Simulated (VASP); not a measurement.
# Be (P6_3/mmc) in VASP: notebook

The runs below take Be through single point, relaxation of cell and atoms, with LDA.

Everything below comes from runs of VASP 6.6.1. Logs are shortened: lines on timing, memory, paths and dates and some standing lists are left out, and cuts for length are marked.

**1. The cell of the first run**

It takes space group P6_3/mmc (No. 194, hexagonal). Conventional cell: a = 2.227 Å, b = 2.227 Å, c = 3.513 Å, α = 90.00°, β = 90.00°, γ = 120.00°. Within 2.9 Å of Be (site symmetry -6m2) lie 12 Be at 2.18 to 2.23 Å.

**2. Single point, LDA**

The input, INCAR:

```
PREC     = Accurate       # precision mode
ENCUT    = 520            # plane-wave cutoff, eV
EDIFF    = 1E-6           # SCF threshold, eV
ISMEAR   = -1             # smearing method
SIGMA    = 0.05           # smearing width, eV
LREAL    = F              # projectors in reciprocal space
LASPH    = T              # aspherical terms in the spheres
NELM     = 60             # most SCF steps
ALGO     = Normal         # electronic algorithm
ISIF     = 2              # what is computed and relaxed
LWAVE    = F              # write WAVECAR
LCHARG   = T              # write CHGCAR
GGA      = CA             # functional
LELF     = T              # ELF
LVHAR    = T            
NBANDS   = 9              # bands
```

The input, KPOINTS:

```
Automatic mesh
0
Gamma
  12 12 7
```

The input, POSCAR:

```
Be
1.0
    2.2269489360      0.0000000000      0.0000000000
   -1.1134744680      1.9285943515      0.0000000000
    0.0000000000      0.0000000000      3.5128887987
Be
2
Direct
    0.3333333333      0.6666666667      0.2500000000
    0.6666666667      0.3333333333      0.7500000000
```

Potentials or basis: VASP PAW LDA potentials, release 64 (Be).

The run is started by

```sh
cat potpaw_LDA.64/Be/POTCAR > POTCAR
mpirun -np 1 vasp_std > vasp.out
```

OUTCAR:

```text
PREC = Accurate
   ENCUT = 520
   EDIFF = 1E-6
   ISMEAR = -1
   LREAL = F
   LASPH = T
   NELM = 60
   ISIF = 2
   GGA = CA

 ion  position               nearest neighbor table
   1  0.333  0.667  0.250-   2 2.18   2 2.18   2 2.18   2 2.18   2 2.18   2 2.18
   2  0.667  0.333  0.750-   1 2.18   1 2.18   1 2.18   1 2.18   1 2.18   1 2.18

  LATTYP: Found a hexagonal cell.
 ALAT       =     2.2269489360
 C/A-ratio  =     1.5774447011

  Lattice vectors:

 A1 = (   2.2269489360,   0.0000000000,   0.0000000000)
 A2 = (  -1.1134744680,   1.9285943515,   0.0000000000)
 A3 = (   0.0000000000,   0.0000000000,   3.5128887987)

Analysis of symmetry for initial positions (statically):
=====================================================================
 Subroutine PRICEL returns:
 Original cell was already a primitive cell.

 Routine SETGRP: Setting up the symmetry group for a
 hexagonal supercell.

 Subroutine GETGRP returns: Found 24 space group operations
 (whereof 12 operations were pure point group operations)
 out of a pool of 24 trial point group operations.

The static configuration has the point symmetry D_3d.
 The point group associated with its full space group is D_6h.

Analysis of symmetry for dynamics (positions and initial velocities):
=====================================================================
 Subroutine PRICEL returns:
 Original cell was already a primitive cell.

 Routine SETGRP: Setting up the symmetry group for a
 hexagonal supercell.

 Subroutine GETGRP returns: Found 24 space group operations
 (whereof 12 operations were pure point group operations)
 out of a pool of 24 trial point group operations.

The dynamic configuration has the point symmetry D_3d.
 The point group associated with its full space group is D_6h.

 Subroutine INISYM returns: Found 24 space group operations
 (whereof 12 operations are pure point group operations),
 and found     1 'primitive' translations

----------------------------------------------------------------------------------------

                                     Primitive cell

  volume of cell :      15.0874

  direct lattice vectors                    reciprocal lattice vectors
     2.226948936  0.000000000  0.000000000     0.449044872  0.259256178  0.000000000
    -1.113474468  1.928594351  0.000000000     0.000000000  0.518512355  0.000000000
     0.000000000  0.000000000  3.512888799     0.000000000  0.000000000  0.284665999

  length of vectors
     2.226948936  2.226948936  3.512888799     0.518512355  0.518512355  0.284665999

  position of ions in fractional coordinates (direct lattice)
     0.333333333  0.666666667  0.250000000
     0.666666667  0.333333333  0.750000000

  ion indices of the primitive-cell ions
   primitive index   ion index
                 1           1
                 2           2

----------------------------------------------------------------------------------------

 KPOINTS: Automatic mesh

Automatic generation of k-mesh.
 Grid dimensions read from file:
 generate k-points for:   12   12    7

 Generating k-lattice:

  Cartesian coordinates                     Fractional coordinates (reciprocal lattice)
     0.037420406  0.021604681  0.000000000     0.083333333  0.000000000  0.000000000
     0.000000000  0.043209363  0.000000000     0.000000000  0.083333333  0.000000000
     0.000000000  0.000000000  0.040666571     0.000000000  0.000000000  0.142857143

  Length of vectors
     0.043209363  0.043209363  0.040666571

  Shift w.r.t. Gamma in fractional coordinates (k-lattice)
     0.000000000  0.000000000  0.000000000

 Subroutine IBZKPT returns following result:
 ===========================================

 Found     76 irreducible k-points:

 Following reciprocal coordinates:
            Coordinates               Weight
  0.000000  0.000000  0.000000      1.000000
  0.083333  0.000000  0.000000      6.000000
  0.166667  0.000000  0.000000      6.000000
  0.250000  0.000000  0.000000      6.000000
  0.333333 -0.000000  0.000000      6.000000
  0.416667  0.000000  0.000000      6.000000
[... 16 lines left out ...]
  0.250000  0.000000  0.142857     12.000000
  0.333333 -0.000000  0.142857     12.000000
 [... further k-points ...]
   k-points           NKPTS =     76   k-points in BZ     NKDIM =     76   number of bands    NBANDS=      9
   number of dos      NEDOS =    301   number of ions     NIONS =      2
   total plane-waves  NPLWV =   9072
   dimension x,y,z NGX =    18 NGY =   18 NGZ =   28
   dimension x,y,z NGXF=    36 NGYF=   36 NGZF=   56
   ions per type =               2
   NGX,Y,Z   is equivalent  to a cutoff of  13.44, 13.44, 13.25 a.u.
   NGXF,Y,Z  is equivalent  to a cutoff of  26.87, 26.87, 26.50 a.u.
 SYSTEM =  unknown system
   PREC   = accura    normal or accurate (medium, high low for compatibility)
   ISTART =      0    job   : 0-new  1-cont  2-samecut
   ICHARG =      2    charge: 1-file 2-atom 10-const
   ISPIN  =      1    spin polarized calculation?
   LNONCOLLINEAR =      F non collinear calculations
   LSORBIT =      F    spin-orbit coupling
   LASPH  =      T    aspherical Exc in radial PAW
   ENCUT  =  520.0 eV  38.22 Ry    6.18 a.u.   4.14  4.14  6.53*2*pi/ulx,y,z
   NELM   =     60;   NELMIN=  2; NELMDL= -5     # of ELM steps
   EDIFF  = 0.1E-05   stopping-criterion for ELM
   LREAL  =      F    real-space projection
   EDIFFG = 0.1E-04   stopping-criterion for IOM
   NSW    =      0    number of steps for IOM
   IBRION =     -1    ionic relax: 0-MD 1-quasi-New 2-CG
   NFREE  =      0    steps in history (QN), initial steepest desc. (CG)
   ISIF   =      2    stress and relaxation
   ISYM   =      2    0-nonsym 1-usesym 2-fastsym
   POTIM  = 0.5000    time-step for ionic-motion
   TEBEG  =    0.0;   TEEND  =   0.0 temperature during run
   PSTRESS=    0.0 pullay stress
   NELECT =       4.0000    total number of electrons
   NUPDOWN=      -1.0000    fix difference up-down
   EMIN   =  10.00;   EMAX   =-10.00  energy-range for DOS
   EFERMI =   0.00;   METHOD = LEGACY
   ISMEAR =    -1;   SIGMA  =   0.05  broadening in eV -4-tet -1-fermi 0-gaus
   EFERMI_NEDOS =   21; number of points for ismear=-14 and -15
   IALGO  =     38    algorithm
   IMIX   =      4    mixing-type and parameters
     AMIX     =   0.40;   BMIX     =  1.00
     AMIX_MAG =   1.60;   BMIX_MAG =  1.00
  volume/ion in A,a.u.               =       7.54        50.91
  Fermi-wavevector in a.u.,A,eV,Ry     =   1.051695  1.987415 15.048881  1.106062
  Thomas-Fermi vector in A             =   2.186748
   LORBIT       =      0    0 simple, 1 ext, 2 COOP (PROOUT), +10 PAW based schemes
   GGA     = CA    functional components
   LHFCALC =     F    Hartree Fock is set to
   AEXX    =    0.0000 exact exchange contribution
   IVDW    =     0    specifies the selected vdW correction
   LEPSILON=     F    determine dielectric tensor
   LRPA    =     F    only Hartree local field effects (RPA)
 non-spin polarized calculation
  energy-cutoff  :      520.00
  volume of cell :       15.09
 maximum number of plane-waves:       424
 NGX is ok and might be reduce to    18
   NGX =  9   NGY =  9   NGZ = 13

 number of electron       4.0000000 magnetization

 Free energy of the ion-electron system (eV)
  ---------------------------------------------------
  ext. energy  EPLUGINS =         0.00000000
  ---------------------------------------------------
  free energy    TOTEN  =        -8.42987416 eV

  energy without entropy =       -8.42894227  energy(sigma->0) =       -8.42940822

 E-fermi :   7.5273     XC(G=0): -10.7768

 val. band max:        6.8814303147   @ k =   0.3333   0.0833   0.0000
 cond. band min:       7.5788835592   @ k =   0.2500   0.1667   0.0000
 fundamental gap:      0.6974532445
 Fermi energy:         7.5272952644

 k-point     1 :       0.0000    0.0000    0.0000
  band No.  band energies     occupation
      1      -4.2989      2.00000
      2       2.5285      2.00000
      3       8.5183      0.00000
      4      23.5186      0.00000
      5      23.5186      0.00000
      6      26.4377      0.00000
      7      26.4377      0.00000
      8      28.4702      0.00000
      9      35.1988      0.00000

 k-point     2 :       0.0833    0.0000    0.0000
  band No.  band energies     occupation
      1      -4.0992      2.00000
      2       2.7984      2.00000
      3       8.5587      0.00000
      4      21.9905      0.00000
      5      22.4136      0.00000
      6      26.4523      0.00000
      7      26.9105      0.00000
      8      28.0820      0.00000
      9      32.5602      0.00000

 k-point     3 :       0.1667    0.0000    0.0000
  band No.  band energies     occupation
      1      -3.4993      2.00000
      2       3.6060      2.00000
      3       8.6417      0.00000
      4      18.8026      0.00000
      5      20.6063      0.00000
      6      26.1341      0.00000
      7      26.5366      0.00000
      8      26.8419      0.00000
      9      29.2882      0.00000

 k-point     4 :       0.2500    0.0000    0.0000
  band No.  band energies     occupation
      1      -2.4986      2.00000
      2       4.9438      2.00000
      3       8.5480      0.00000
      4      15.6822      0.00000
      5      18.9928      0.00000
      6      23.4556      0.00000
      7      24.1395      0.00000
      8      26.0773      0.00000
      9      27.7869      0.00000
[... 205 lines left out ...]
 k-point    22 :       0.1667    0.0000    0.1429
  band No.  band energies     occupation
      1      -3.3219      2.00000
      2       2.5987      2.00000
      3      10.0544      0.00000
      4      18.9674      0.00000
      5      20.8129      0.00000
      6      25.1429      0.00000
      7      26.1303      0.00000
      8      26.3302      0.00000
      9      29.6635      0.00000

 k-point    23 :       0.2500    0.0000    0.1429
  band No.  band energies     occupation
      1      -2.3213      2.00000
      2       3.7438      2.00000
      3      10.0712      0.00000
      4      15.8811      0.00000
      5      19.2090      0.00000
      6      21.8107      0.00000
      7      25.1886      0.00000
      8      25.3942      0.00000
      9      28.0006      0.00000

 k-point    24 :       0.3333   -0.0000    0.1429
  band No.  band energies     occupation
      1      -0.9314      2.00000
      2       5.0898      2.00000
      3       9.2896      0.00000
      4      14.2745      0.00000
      5      17.9997      0.00000
      6      18.3525      0.00000
      7      22.8113      0.00000
      8      24.4813      0.00000
      9      27.5116      0.00000

 [... further k-points ...]

------------------------ aborting loop because EDIFF is reached ----------------------------------------

  FORCE on cell =-STRESS in cart. coord.  units (eV):
  Direction    XX          YY          ZZ          XY          YZ          ZX
  --------------------------------------------------------------------------------------
  -------------------------------------------------------------------------------------
  Total        0.0427300      0.0427300      0.0427465      0.0000000     -0.0000000      0.0000000
  in kB        4.5376126      4.5376126      4.5393736      0.0000000     -0.0000000      0.0000000
  external PRESSURE =       4.5381996 kB  Pullay stress =       0.0000000 kB

 VOLUME and BASIS-vectors are now :
 -----------------------------------------------------------------------------
  energy-cutoff  :      520.00
  volume of cell :       15.09
      direct lattice vectors                 reciprocal lattice vectors
     2.226948936  0.000000000  0.000000000     0.449044872  0.259256178  0.000000000
    -1.113474468  1.928594351  0.000000000     0.000000000  0.518512355  0.000000000
     0.000000000  0.000000000  3.512888799     0.000000000  0.000000000  0.284665999

 POSITION                                       TOTAL-FORCE (eV/Angst)
 -----------------------------------------------------------------------------------
     -0.00000      1.28573      0.87822        -0.000000      0.000000      0.000000
      1.11347      0.64286      2.63467         0.000000     -0.000000      0.000000
 -----------------------------------------------------------------------------------
    total drift:                                0.000000     -0.000000      0.000000

  FREE ENERGIE OF THE ION-ELECTRON SYSTEM (eV)
  ---------------------------------------------------
  free  energy   TOTEN  =        -8.4298741645 eV

  energy  without entropy=       -8.4289422715  energy(sigma->0) =       -8.42940822
```

Run time: 4 s. Hardware: 1 thread of Intel Xeon Platinum 8559C (Emerald Rapids), shared host; peak memory 0.12 GiB.

Results:

```yaml
Free_energy: -8.4299 eV
Pressure: 0.5 GPa
Band_gap_on_the_k_mesh: zero (band 2 reaches 7.95 eV, above the bottom of band 3 at 6.04 eV)
```

Levels at points of the mesh, in eV from the Fermi level:
| k point | band 1 | band 2 | band 3 | band 4 | band 5 | band 6 | band 7 |
| --- | --- | --- | --- | --- | --- | --- | --- |
| (0.00, 0.00, 0.00) | -11.83 | -5.00 | 0.99 | 15.99 | 15.99 | 18.91 | 18.91 |
| (0.50, 0.00, 0.00) | -5.52 | -3.49 | 3.31 | 6.30 | 6.68 | 9.26 | 10.20 |

**3. Relaxation of cell and atoms, LDA**

This run uses another cell than the first one, of 8.11 Å³/atom, 1.074 times its volume.

The input, INCAR:

```
PREC     = Accurate       # precision mode
ENCUT    = 600            # plane-wave cutoff, eV
EDIFF    = 1E-6           # SCF threshold, eV
ISMEAR   = -1             # smearing method
SIGMA    = 0.05           # smearing width, eV
LREAL    = False          # projectors in reciprocal space
LASPH    = True           # aspherical terms in the spheres
NELM     = 60             # most SCF steps
ALGO     = Normal         # electronic algorithm
ISIF     = 3              # what is computed and relaxed
LWAVE    = False          # write WAVECAR
LCHARG   = False          # write CHGCAR
GGA      = CA             # functional
IBRION   = 2              # ionic algorithm
NSW      = 50             # ionic steps
EDIFFG   = -0.01          # ionic threshold
```

The input, KPOINTS:

```
regular mesh
0
Gamma
  12 12 7
```

The input, POSCAR:

```
Be
1.0
    2.2853000000      0.0000000000      0.0000000000
   -1.1426500000      1.9791278600      0.0000000000
    0.0000000000      0.0000000000      3.5842000000
Be
2
Direct
    0.3333333325      0.6666666650      0.2500000000
    0.6666666675      0.3333333350      0.7500000000
```

Potentials or basis: VASP PAW LDA potentials, release 64 (Be).

The run is started by

```sh
cat potpaw_LDA.64/Be/POTCAR > POTCAR
mpirun -np 1 vasp_std > vasp.out
```

It took 7.4 s on 1 thread of Intel Xeon Platinum 8559C (Emerald Rapids), shared host; peak memory 0.12 GiB.

The run converged. Its results:

| Item | Value |
| --- | --- |
| Free energy | -8.4300 eV |
| Relaxed volume | 7.56 Å³/atom |
| Relaxed cell | a = 2.229 Å, b = 2.229 Å, c = 3.515 Å, α = 90.00°, β = 90.00°, γ = 120.00° |
| Space group after relaxing (to 0.05 Å) | P6_3/mmc (No. 194) |
| Energy gained by relaxing | 14.1 meV/atom |
| Ionic steps | 5 |
| Pressure after relaxing | 0.1 GPa |
| Band gap on the k mesh | zero (band 2 reaches 7.93 eV, above the bottom of band 3 at 6.03 eV) |

Step by step:
| step | energy change (eV) | largest force (eV/Å) | pressure (GPa) | volume (Å³) |
| --- | --- | --- | --- | --- |
| 1 | 0.0000 | 0.0000 | -7.97 | 16.21 |
| 2 | -0.0275 | 0.0000 | -1.18 | 15.28 |
| 3 | -0.0281 | 0.0000 | -0.01 | 15.14 |
| 4 | -0.0280 | 0.0000 | 0.17 | 15.12 |
| 5 | -0.0282 | 0.0000 | 0.15 | 15.12 |

Final structure:
```xyz
2
Lattice="2.2288 0.0000 0.0000 -1.1144 1.9302 0.0000 0.0000 0.0000 3.5151" Properties=species:S:1:pos:R:3 pbc="T T T"
Be    0.0000    1.2868    0.8788
Be    1.1144    0.6434    2.6364
```

Levels at points of the mesh, in eV from the Fermi level:
```
           k point  band 1  band 2  band 3  band 4  band 5
(0.00, 0.00, 0.00)  -11.81   -4.99    0.98   15.96   15.96
(0.50, 0.00, 0.00)   -5.52   -3.49    3.31    6.29    6.67
```
